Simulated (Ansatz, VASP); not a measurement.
**H3C2 in VASP and in Ansatz**

```xyz
10
Lattice="3.2886 -3.2522 0.1499 3.2886 3.2522 0.1499 -0.5538 0.0000 4.3951" Properties=species:S:1:pos:R:3 pbc="T T T"
H     1.3020    0.0000    2.3173
H     4.7214    0.0000    2.3776
H     2.2527    0.8895    1.1043
H     3.7707    0.8895    3.5905
H     3.7707   -0.8895    3.5905
H     2.2527   -0.8895    1.1043
C     0.4789    0.0000    0.3738
C     5.5446    0.0000    4.3210
C     1.6269    0.0000    1.2673
C     4.3965    0.0000    3.4276
```

Alike in both runs: task electric field gradients; functional PBE; dispersion D3(BJ); k mesh 6 × 6 × 6; no spin polarisation.

|  | VASP | Ansatz |
| --- | --- | --- |
| version | VASP 6.6.1 | Ansatz 0.2.0 |
| potentials or method | VASP PAW PBE potentials, release 64 (H, C), cutoff 520 eV | scalar-relativistic, plane waves, PAW |
| occupations | gaussian, width 0.01 eV | fixed |
| valence electrons in the cell | 22 | 22 |

|  | VASP | Ansatz | Ansatz less VASP |
| --- | --- | --- | --- |
| gap on the k mesh at the Fermi level (eV) | 4.65 | 4.64 | -0.004 |
| least direct gap on the mesh (eV) | 5.20 | 5.20 | -0.001 |
| pressure (GPa) | 0.0 | 0.0 | +0.04 |
| traceless stress, the component that is largest in VASP (GPa) | 0.08 | 0.00 | -0.076 |
| rms of the force components (eV/Å) | 0.020 | 0.000 | -0.0193 |
| size of Vzz on the site where it differs most (V/Å²) | 32.2 | 18.7 | -13.52 |

Atom by atom the forces differ by 0.019 eV/Å (rms over components).
